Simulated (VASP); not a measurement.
# MnSb (P6_3/mmc) in VASP: a series of runs

Runs on MnSb. Level: RPBE. Tasks: single point.

All numbers are computed with VASP 6.6.1; they aren't measurements. Logs are shortened: lines on timing, memory, paths and dates and some standing lists are left out, and cuts for length are marked.

## Step 1: The cell of the first run

The structure is hexagonal, space group P6_3/mmc (No. 194). The conventional cell has a = 4.177 Å, b = 4.177 Å, c = 5.818 Å, α = 90.00°, β = 90.00°, γ = 120.00°. Within 3.7 Å of Sb (site symmetry -6m2) lie 6 Mn at 2.82 Å. Mn (site symmetry -3m) has 6 Sb at 2.82 Å and 2 Mn at 2.91 Å within 3.7 Å.

## Step 2: Single point, RPBE, collinear spin, ferromagnetic start

INCAR reads:

```
PREC = Accurate
ENCUT = 520
EDIFF = 1E-6
ISMEAR = -1
SIGMA = 0.05
LREAL = False
LASPH = True
NELM = 150
ALGO = Normal
ISIF = 2
LWAVE = False
LCHARG = False
ISPIN = 2
MAGMOM = 0 0 4 4
LORBIT = 11
LMAXMIX = 4
GGA = RP
NBANDS = 30
```

KPOINTS reads:

```
regular mesh
0
Gamma
  7 7 5
```

POSCAR reads:

```
MnSb
1.0
    4.1774842447      0.0000000000      0.0000000000
   -2.0887421223      3.6178074798      0.0000000000
    0.0000000000      0.0000000000      5.8182792613
Sb Mn
2 2
Direct
    0.6666666667      0.3333333333      0.7500000000
    0.3333333333      0.6666666667      0.2500000000
    0.0000000000      0.0000000000      0.5000000000
    0.0000000000      0.0000000000      0.0000000000
```

Potentials or basis: VASP PAW PBE potentials, release 64 (Sb, Mn_pv).

The run is started by

```console
cat potpaw_PBE.64/Sb/POTCAR potpaw_PBE.64/Mn_pv/POTCAR > POTCAR
mpirun -np 1 vasp_std > vasp.out
```

OUTCAR:

```text
PREC = Accurate
   ENCUT = 520
   EDIFF = 1E-6
   ISMEAR = -1
   LREAL = False
   LASPH = True
   NELM = 150
   ISIF = 2
   ISPIN = 2
   LORBIT = 11
   GGA = RP

 ion  position               nearest neighbor table
   1  0.667  0.333  0.750-   3 2.82   4 2.82   3 2.82   4 2.82   3 2.82   4 2.82   2 3.78   2 3.78
                             2 3.78   2 3.78   2 3.78   2 3.78
   2  0.333  0.667  0.250-   3 2.82   4 2.82   3 2.82   4 2.82   3 2.82   4 2.82   1 3.78   1 3.78
                             1 3.78   1 3.78   1 3.78   1 3.78
   3  0.000  0.000  0.500-   1 2.82   2 2.82   2 2.82   1 2.82   1 2.82   2 2.82   4 2.91   4 2.91

   4  0.000  0.000  0.000-   1 2.82   2 2.82   2 2.82   1 2.82   1 2.82   2 2.82   3 2.91   3 2.91

  LATTYP: Found a hexagonal cell.
 ALAT       =     4.1774842447
 C/A-ratio  =     1.3927710843

  Lattice vectors:

 A1 = (   4.1774842447,   0.0000000000,   0.0000000000)
 A2 = (  -2.0887421223,   3.6178074798,   0.0000000000)
 A3 = (   0.0000000000,   0.0000000000,   5.8182792613)

Analysis of symmetry for initial positions (statically):
=====================================================================
 Subroutine PRICEL returns:
 Original cell was already a primitive cell.

 Routine SETGRP: Setting up the symmetry group for a
 hexagonal supercell.

 Subroutine GETGRP returns: Found 24 space group operations
 (whereof 12 operations were pure point group operations)
 out of a pool of 24 trial point group operations.

The static configuration has the point symmetry D_3d.
 The point group associated with its full space group is D_6h.

Analysis of symmetry for dynamics (positions and initial velocities):
=====================================================================
 Subroutine PRICEL returns:
 Original cell was already a primitive cell.

 Routine SETGRP: Setting up the symmetry group for a
 hexagonal supercell.

 Subroutine GETGRP returns: Found 24 space group operations
 (whereof 12 operations were pure point group operations)
 out of a pool of 24 trial point group operations.

The dynamic configuration has the point symmetry D_3d.
 The point group associated with its full space group is D_6h.

Analysis of structural, dynamic, and magnetic symmetry:
=====================================================================
 Subroutine PRICEL returns:
 Original cell was already a primitive cell.

 Routine SETGRP: Setting up the symmetry group for a
 hexagonal supercell.

 Subroutine GETGRP returns: Found 24 space group operations
 (whereof 12 operations were pure point group operations)
 out of a pool of 24 trial point group operations.

The overall configuration has the point symmetry D_3d.
 The point group associated with its full space group is D_6h.

 Subroutine INISYM returns: Found 24 space group operations
 (whereof 12 operations are pure point group operations),
 and found     1 'primitive' translations

----------------------------------------------------------------------------------------

                                     Primitive cell

  volume of cell :      87.9336

  direct lattice vectors                    reciprocal lattice vectors
     4.177484245  0.000000000  0.000000000     0.239378521  0.138205254  0.000000000
    -2.088742122  3.617807480  0.000000000     0.000000000  0.276410507  0.000000000
     0.000000000  0.000000000  5.818279261     0.000000000  0.000000000  0.171872121

  length of vectors
     4.177484245  4.177484245  5.818279261     0.276410507  0.276410507  0.171872121

  position of ions in fractional coordinates (direct lattice)
     0.666666667  0.333333333  0.750000000
     0.333333333  0.666666667  0.250000000
     0.000000000  0.000000000  0.500000000
     0.000000000  0.000000000  0.000000000

  ion indices of the primitive-cell ions
   primitive index   ion index
                 1           1
                 2           2
                 3           3
                 4           4

----------------------------------------------------------------------------------------

 KPOINTS: regular mesh

Automatic generation of k-mesh.
 Grid dimensions read from file:
 generate k-points for:    7    7    5

 Generating k-lattice:

  Cartesian coordinates                     Fractional coordinates (reciprocal lattice)
     0.034196932  0.019743608  0.000000000     0.142857143  0.000000000  0.000000000
     0.000000000  0.039487215  0.000000000     0.000000000  0.142857143  0.000000000
     0.000000000  0.000000000  0.034374424     0.000000000  0.000000000  0.200000000

  Length of vectors
     0.039487215  0.039487215  0.034374424

  Shift w.r.t. Gamma in fractional coordinates (k-lattice)
     0.000000000  0.000000000  0.000000000

 Subroutine IBZKPT returns following result:
 ===========================================

 Found     24 irreducible k-points:

 Following reciprocal coordinates:
            Coordinates               Weight
  0.000000  0.000000  0.000000      1.000000
  0.142857  0.000000  0.000000      6.000000
  0.285714 -0.000000  0.000000      6.000000
  0.428571 -0.000000  0.000000      6.000000
  0.142857  0.142857  0.000000      6.000000
  0.285714  0.142857  0.000000     12.000000
[... 16 lines left out ...]
  0.428571  0.142857  0.400000     12.000000
  0.285714  0.285714  0.400000     12.000000
   k-points           NKPTS =     24   k-points in BZ     NKDIM =     24   number of bands    NBANDS=     30
   number of dos      NEDOS =    301   number of ions     NIONS =      4
   total plane-waves  NPLWV =  49152
   dimension x,y,z NGX =    32 NGY =   32 NGZ =   48
   dimension x,y,z NGXF=    64 NGYF=   64 NGZF=   96
   ions per type =               2   2
   NGX,Y,Z   is equivalent  to a cutoff of  12.73, 12.73, 13.72 a.u.
   NGXF,Y,Z  is equivalent  to a cutoff of  25.47, 25.47, 27.43 a.u.
 SYSTEM =  unknown system
   PREC   = accura    normal or accurate (medium, high low for compatibility)
   ISTART =      0    job   : 0-new  1-cont  2-samecut
   ICHARG =      2    charge: 1-file 2-atom 10-const
   ISPIN  =      2    spin polarized calculation?
   LNONCOLLINEAR =      F non collinear calculations
   LSORBIT =      F    spin-orbit coupling
   LASPH  =      T    aspherical Exc in radial PAW
   ENCUT  =  520.0 eV  38.22 Ry    6.18 a.u.   7.77  7.77 10.82*2*pi/ulx,y,z
   NELM   =    150;   NELMIN=  2; NELMDL= -5     # of ELM steps
   EDIFF  = 0.1E-05   stopping-criterion for ELM
   LREAL  =      F    real-space projection
   EDIFFG = 0.1E-04   stopping-criterion for IOM
   NSW    =      0    number of steps for IOM
   IBRION =     -1    ionic relax: 0-MD 1-quasi-New 2-CG
   NFREE  =      0    steps in history (QN), initial steepest desc. (CG)
   ISIF   =      2    stress and relaxation
   ISYM   =      2    0-nonsym 1-usesym 2-fastsym
   POTIM  = 0.5000    time-step for ionic-motion
   TEBEG  =    0.0;   TEEND  =   0.0 temperature during run
   PSTRESS=    0.0 pullay stress
   NELECT =      36.0000    total number of electrons
   NUPDOWN=      -1.0000    fix difference up-down
   EMIN   =  10.00;   EMAX   =-10.00  energy-range for DOS
   EFERMI =   0.00;   METHOD = LEGACY
   ISMEAR =    -1;   SIGMA  =   0.05  broadening in eV -4-tet -1-fermi 0-gaus
   EFERMI_NEDOS =   21; number of points for ismear=-14 and -15
   IALGO  =     38    algorithm
   IMIX   =      4    mixing-type and parameters
     AMIX     =   0.40;   BMIX     =  1.00
     AMIX_MAG =   1.60;   BMIX_MAG =  1.00
  volume/ion in A,a.u.               =      21.98       148.35
  Fermi-wavevector in a.u.,A,eV,Ry     =   1.215600  2.297151 20.105105  1.477684
  Thomas-Fermi vector in A             =   2.350982
   LORBIT       =     11    0 simple, 1 ext, 2 COOP (PROOUT), +10 PAW based schemes
   GGA     = RP    functional components
   LHFCALC =     F    Hartree Fock is set to
   AEXX    =    0.0000 exact exchange contribution
   IVDW    =     0    specifies the selected vdW correction
   LEPSILON=     F    determine dielectric tensor
   LRPA    =     F    only Hartree local field effects (RPA)
 spin polarized calculation
  energy-cutoff  :      520.00
  volume of cell :       87.93
 maximum number of plane-waves:      2392
 NGX is ok and might be reduce to    32
   NGX = 15   NGY = 15   NGZ = 21

 number of electron      35.9999990 magnetization       6.9182903

 Free energy of the ion-electron system (eV)
  ---------------------------------------------------
  ext. energy  EPLUGINS =         0.00000000
  ---------------------------------------------------
  free energy    TOTEN  =       -24.85166357 eV

  energy without entropy =      -24.83304230  energy(sigma->0) =      -24.84235293

 E-fermi :   7.5636     XC(G=0): -10.4264

 val. band max:        7.5252941420   @ k =   0.2857  -0.0000   0.0000
 cond. band min:       7.5698831679   @ k =   0.2857   0.2857   0.2000
 fundamental gap:      0.0445890259
 Fermi energy:         7.5635745237

 spin component 1

 k-point     1 :       0.0000    0.0000    0.0000
  band No.  band energies     occupation
      1     -42.5704      1.00000
      2     -42.5704      1.00000
      3     -42.5636      1.00000
      4     -42.5636      1.00000
      5     -42.3571      1.00000
      6     -42.2843      1.00000
[... 781 lines left out ...]
     29      14.9467      0.00000
     30      15.2137      0.00000
 Fermi energy:         7.5635745237

 spin component 2

 k-point     1 :       0.0000    0.0000    0.0000
  band No.  band energies     occupation
      1     -38.7872      1.00000
      2     -38.7872      1.00000
      3     -38.7788      1.00000
      4     -38.7788      1.00000
      5     -38.7339      1.00000
      6     -38.6470      1.00000
[... 781 lines left out ...]
     29      15.2926      0.00000
     30      15.6358      0.00000

------------------------ aborting loop because EDIFF is reached ----------------------------------------

  FORCE on cell =-STRESS in cart. coord.  units (eV):
  Direction    XX          YY          ZZ          XY          YZ          ZX
  --------------------------------------------------------------------------------------
  -------------------------------------------------------------------------------------
  Total       -0.6199369     -0.6199369     -1.0163599     -0.0000000     -0.0000000     -0.0000000
  in kB      -11.2954413    -11.2954413    -18.5183921     -0.0000000     -0.0000000     -0.0000000
  external PRESSURE =     -13.7030915 kB  Pullay stress =       0.0000000 kB

 VOLUME and BASIS-vectors are now :
 -----------------------------------------------------------------------------
  energy-cutoff  :      520.00
  volume of cell :       87.93
      direct lattice vectors                 reciprocal lattice vectors
     4.177484245  0.000000000  0.000000000     0.239378521  0.138205254  0.000000000
    -2.088742122  3.617807480  0.000000000     0.000000000  0.276410507  0.000000000
     0.000000000  0.000000000  5.818279261     0.000000000  0.000000000  0.171872121

 POSITION                                       TOTAL-FORCE (eV/Angst)
 -----------------------------------------------------------------------------------
      2.08874      1.20594      4.36371        -0.000000      0.000000      0.000000
     -0.00000      2.41187      1.45457         0.000000     -0.000000      0.000000
      0.00000      0.00000      2.90914        -0.000000      0.000000      0.000000
      0.00000      0.00000      0.00000        -0.000000      0.000000      0.000000
 -----------------------------------------------------------------------------------
    total drift:                                0.000000     -0.000000      0.000000

  FREE ENERGIE OF THE ION-ELECTRON SYSTEM (eV)
  ---------------------------------------------------
  free  energy   TOTEN  =       -24.8516635695 eV

  energy  without entropy=      -24.8330422972  energy(sigma->0) =      -24.84235293

 total charge

# of ion       s       p       d       tot
------------------------------------------
    1        1.140   1.257   0.038   2.435
    2        1.140   1.257   0.038   2.435
    3        0.267   6.201   5.007  11.475
    4        0.267   6.201   5.007  11.475
--------------------------------------------------
tot          2.814  14.916  10.091  27.820

 magnetization (x)

# of ion       s       p       d       tot
------------------------------------------
    1        0.013  -0.155   0.006  -0.137
    2        0.013  -0.155   0.006  -0.137
    3        0.039   0.028   3.446   3.513
    4        0.039   0.028   3.446   3.513
--------------------------------------------------
tot          0.104  -0.255   6.904   6.753
```

It took 3 min on 1 thread of Oxide Virtual Turin-like, shared host; peak memory 0.26 GiB.

Results:

```
Free energy                                           : -24.8517 eV
Pressure                                              : -1.4 GPa
Net moment                                            : 6.92 μB per cell
Site moments                                          : Sb -0.14; Mn +3.51 μB
Valence electrons inside the program's atomic spheres : Sb 2.44; Mn 11.47
```

Stress tensor (GPa, compression positive):
```
-1.13  0.00  0.00
 0.00 -1.13  0.00
 0.00  0.00 -1.85
```

Levels at points of the mesh, in eV from the Fermi level:
Spin up:
```csv
k point,band 17,band 18,band 19,band 20,band 21,band 22,band 23,band 24,band 25,band 26
"(0.00, 0.00, 0.00)",-2.01,-2.01,-0.70,0.46,0.46,2.14,2.14,2.57,2.96,4.08
```
Spin down:
```tsv
k point	band 12	band 13	band 14	band 15	band 16	band 17
(0.00, 0.00, 0.00)	-0.82	0.13	0.13	0.39	0.39	0.49
```

Caveat: the PAW data sets were made with another functional, which shifts forces and pressure a little; spin-orbit coupling is left out, which moves the levels of the heavy elements; only a ferromagnetic start was run, and an antiferromagnetic order may lie lower in energy.

## Step 3: Single point, RPBE, collinear spin, ferromagnetic start

This run uses another cell than the first one, of 22.41 Å³/atom, 1.020 times its volume.

INCAR reads:

```
SYSTEM = MnSb
  PREC = Accurate
  ENCUT = 520
  EDIFF = 1E-7
  ISMEAR = -1
  SIGMA = 0.05
  LREAL = .FALSE.
  LASPH = .TRUE.
  NELM = 150
  ALGO = Normal
  ISIF = 2
  LWAVE = .FALSE.
  LCHARG = .FALSE.
  ISPIN = 2
  MAGMOM = 0 0 4 4
  LORBIT = 11
  LMAXMIX = 4
  GGA = RP
  NBANDS = 30
```

KPOINTS reads:

```
Automatic mesh
0
G
  7 7 5
  0 0 0
```

POSCAR reads:

```
MnSb
1.0
    4.2046115259      0.0000000000      0.0000000000
   -2.1023057629      3.6413003944      0.0000000000
    0.0000000000      0.0000000000      5.8560613541
Sb Mn
2 2
Direct
    0.6666666667      0.3333333333      0.7500000000
    0.3333333333      0.6666666667      0.2500000000
    0.0000000000      0.0000000000      0.5000000000
    0.0000000000      0.0000000000      0.0000000000
```

Potentials or basis: VASP PAW PBE potentials, release 64 (Sb, Mn_pv).

The run is started by

```console
cat potpaw_PBE.64/Sb/POTCAR potpaw_PBE.64/Mn_pv/POTCAR > POTCAR
mpirun -np 1 vasp_std > vasp.out
```

It took 3.4 min on 1 thread of Oxide Virtual Turin-like, shared host; peak memory 0.27 GiB.

Results (log left out):

| Property | Result |
| --- | --- |
| Free energy | -24.8330 eV |
| Pressure | -2.2 GPa |
| Net moment | 7.03 μB per cell |
| Site moments | Sb -0.14; Mn +3.57 μB |
| Valence electrons inside the program's atomic spheres | Sb 2.43; Mn 11.45 |

Stress tensor (GPa, compression positive):
```
-1.98  0.00  0.00
 0.00 -1.98  0.00
 0.00  0.00 -2.56
```

Levels at points of the mesh, in eV from the Fermi level:
Spin up:
| k point | band 18 | band 19 | band 20 | band 21 | band 22 | band 23 | band 24 | band 25 | band 26 | band 27 |
| --- | --- | --- | --- | --- | --- | --- | --- | --- | --- | --- |
| (0.00, 0.00, 0.00) | -2.06 | -0.78 | 0.44 | 0.44 | 2.06 | 2.06 | 2.51 | 2.92 | 3.87 | 5.50 |
Spin down:
```csv
k point,band 11,band 12,band 13,band 14,band 15,band 16,band 17,band 18
"(0.00, 0.00, 0.00)",-2.31,-0.75,0.18,0.18,0.43,0.43,0.46,0.46
```

Caveat: the PAW data sets were made with another functional, which shifts forces and pressure a little; spin-orbit coupling is left out, which moves the levels of the heavy elements; only a ferromagnetic start was run, and an antiferromagnetic order may lie lower in energy.

[end of part 1 of 2]
